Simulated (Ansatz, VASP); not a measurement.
**Sb: VASP beside Ansatz**

File INCAR:

```
SYSTEM = Sb
PREC     = Accurate       ! precision mode
ENCUT    = 500            ! plane-wave cutoff, eV
EDIFF    = 1E-6           ! SCF threshold, eV
ISMEAR   = -1             ! smearing method
SIGMA    = 0.08           ! smearing width, eV
LREAL    = .False.        ! projectors in reciprocal space
LASPH    = .True.         ! aspherical terms in the spheres
NELM     = 120            ! most SCF steps
ALGO     = Normal         ! electronic algorithm
ISIF     = 2              ! what is computed and relaxed
LWAVE    = .False.        ! write WAVECAR
LCHARG   = .False.        ! write CHGCAR
GGA      = PE             ! functional
NBANDS   = 12             ! bands
GGA_COMPAT= .False.
```

File KPOINTS:

```
regular mesh
0
Gamma
  10 10 10
  0 0 0
```

The input POSCAR:

```
Sb
1.0
    0.0000000000      3.3734498471      3.3734498471
    3.3734498471      0.0000000000      3.3734498471
    3.3734498471      3.3734498471      0.0000000000
Sb
2
Direct
   -0.1250000000     -0.1250000000     -0.1250000000
    0.1250000000      0.1250000000      0.1250000000
```

Input for Ansatz:

```yaml
crystal:
  lattice:
    - [0.0, 3.3734498471, 3.3734498471]
    - [3.3734498471, 0.0, 3.3734498471]
    - [3.3734498471, 3.3734498471, 0.0]
  atoms:
    - { symbol: Sb, position: [-0.125, -0.125, -0.125] }
    - { symbol: Sb, position: [0.125, 0.125, 0.125] }
kpoints:
  mp_grid: { grid: [10, 10, 10] }
scf:
  occupations: { method: fermi_dirac, width: 0.08 }
hamiltonian:
  xc: pbe
  pseudopotentials: { kind: paw }
output:
  forces: true
  stress: true
  eigenvalues: true
  populations: true
  write_density: true
  write_potential: true
  elf: true
  volumetric_format: npy
```

Change from the starting cell: volume scaled by 0.9, PAW files.

Alike in both runs: task single point; functional PBE; k mesh 10 × 10 × 10; occupations fermi-dirac, width 0.08 eV; no spin polarisation.

|  | VASP | Ansatz |
| --- | --- | --- |
| version | VASP 6.6.1 | Ansatz 0.2.0 |
| potentials or method | VASP PAW PBE potentials, release 64 (Sb) | PAW with Ansatz's default frozen-core files, scalar-relativistic |
| plane-wave cutoff (eV) | 500 | 420 |
| valence electrons in the cell | 10 | 30 |

|  | VASP | Ansatz | Ansatz less VASP |
| --- | --- | --- | --- |
| pressure (GPa) | 4.1 | 4.1 | -0.06 |

VASP's potentials hold 10 valence electrons a cell and Ansatz's 30, so a difference there can come from the potentials and not from the codes.

Spin-orbit coupling is off throughout.
